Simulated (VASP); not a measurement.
**MgCd3Se4: single point with PBE**

The system is MgCd3Se4.

```
CELL_PARAMETERS angstrom
5.69250 0.00000 0.00000
0.00000 5.69250 0.00000
0.00000 0.00000 5.69250
ATOMIC_POSITIONS crystal
Mg 0.00000 0.00000 0.00000
Cd 0.50000 0.00000 0.50000
Cd 0.50000 0.50000 0.00000
Cd 0.00000 0.50000 0.50000
Se 0.00000 0.50000 0.00000
Se 0.50000 0.50000 0.50000
Se 0.00000 0.00000 0.50000
Se 0.50000 0.00000 0.00000
```

| Item | Value |
| --- | --- |
| Program | VASP 6.6.1 |
| Task | single point |
| Functional | PBE |
| Potentials or basis | VASP PAW PBE potentials, release 64 (Mg, Cd, Se) |
| Cutoff | 520 eV |
| k mesh | 8 × 8 × 8 |
| Occupations | gaussian, width 0.1 eV |
| Spin | no spin polarisation |
| Dipole correction | no |
| Further INCAR settings | ALGO = Normal; EDIFF = 1e-07; NBANDS = 41 |

```
Pressure               : 0.2 GPa
Band gap on the k mesh : zero (band 31 reaches 2.54 eV, above the bottom of band 32 at 2.10 eV)
```

Levels at points of the mesh, in eV from the Fermi level:
```csv
k point,band 28,band 29,band 30,band 31,band 32,band 33,band 34,band 35
"(0.00, 0.00, 0.00)",-2.07,-0.60,-0.60,-0.60,-0.46,-0.46,0.02,1.18
"(0.50, 0.00, 0.00)",-1.43,-1.43,-1.32,-1.32,2.48,2.64,3.02,3.40
"(0.50, 0.50, 0.00)",-1.02,-0.17,-0.17,-0.17,3.67,3.79,3.79,4.03
"(0.50, 0.50, 0.50)",-0.09,-0.02,-0.02,-0.02,3.01,3.07,3.07,3.07
```

It took 110 s on 1 thread of Intel(R) Xeon(R) 6975P-C (Granite Rapids) (shared host), peak memory 0.39 GiB.
